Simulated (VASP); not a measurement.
Write the native input for VASP 6.6.1 that does the following.

* Task: single point
* Functional: BLYP
* Potentials or basis: VASP PAW PBE potentials, release 64 (In_d)
* Cutoff: 520 eV
* k mesh: 12 × 12 × 3
* Occupations: fermi-dirac, width 0.1 eV
* Spin: no spin polarisation
* Dipole correction: no
* Further INCAR settings: ALGO = Normal; EDIFF = 1e-06; NBANDS = 34

The structure of In lies in POSCAR:

```
In
1.0
    3.4915696891      0.0000000000      0.0000000000
   -1.7457848445      3.0237880499      0.0000000000
    0.0000000000      0.0000000000     11.3345344306
In
4
Direct
    0.0000000000      0.0000000000      1.0000000000
    0.0000000000      1.0000000000      0.5000000000
    0.3333333333      0.6666666667      0.2500000000
    0.6666666667      0.3333333333      0.7500000000
```

This isn't the form of In at room conditions, which is tetragonal.

The input as run:

INCAR

```
AGGAC = 1.0 ; AGGAX = 1.0
ALDAC = 0.0 ; ALDAX = 1.0
ALGO = Normal ; EDIFF = 1E-6
ENCUT = 520 ; GGA = B5
ISIF = 2 ; ISMEAR = -1
LASPH = T ; LCHARG = F
LREAL = F ; LWAVE = F
NBANDS = 34 ; NELM = 80
PREC = Accurate ; SIGMA = 0.1
```

KPOINTS

```
k-points
0
Gamma
  12 12 3
```

Potentials or basis: VASP PAW PBE potentials, release 64 (In_d).

The run is started by

```sh
$ cat potpaw_PBE.64/In_d/POTCAR > POTCAR
$ mpirun -np 1 vasp_std > vasp.out
```

It gave:

| Property | Result |
| --- | --- |
| Pressure | 1.0 GPa |
| Band gap on the k mesh | zero (bands 26 and 27 overlap by 4.11 eV) |

Caveat: the PAW data sets were made with another functional, which shifts forces and pressure a little; spin-orbit coupling is left out, which moves the levels of the heavy elements.

Run time: 100 s on 1 thread of Intel(R) Xeon(R) 6975P-C (Granite Rapids), with other jobs on the host, peak memory 0.29 GiB.
